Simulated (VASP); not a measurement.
TaN:

```
Ta N
1.0
     0.00000    2.17900    2.17900
     2.17900    0.00000    2.17900
     2.17900    2.17900    0.00000
Ta N
1 1
Direct
  0.50000 0.50000 0.50000
  0.00000 0.00000 0.00000
```

Base run:

```yaml
Program: VASP 6.6.1
Functional: r2SCAN
Potentials_or_basis: VASP PAW PBE potentials, release 64 (Ta_pv, N)
Cutoff: 520 eV
k_mesh: 18 × 18 × 18
Occupations: gaussian, width 0.15 eV
Spin: no spin polarisation
```

Its results: band gap on the k mesh zero (band 8 reaches 11.94 eV, above the bottom of band 9 at 7.68 eV); pressure 11.9 GPa.

Question: The run is repeated on the same cell with these changes: potentials or basis from VASP PAW PBE potentials, release 64 (Ta_pv, N) to VASP PAW PBE potentials, release 64 (Ta_sv_GW, N); cutoff from 520 eV to 660 eV; further incar settings from ALGO = Normal; EDIFF = 1e-07; NBANDS = 15 to ALGO = Normal; EDIFF = 1e-06; NBANDS = 16; valence electrons from 16 to 18. What comes out?

Answer: Band gap on the k mesh zero (band 9 reaches 16.32 eV, above the bottom of band 10 at 12.07 eV); pressure 9.8 GPa.

Caveats: the PAW data sets were made with another functional, which shifts forces and pressure a little; spin-orbit coupling is left out, which moves the levels of the heavy elements.
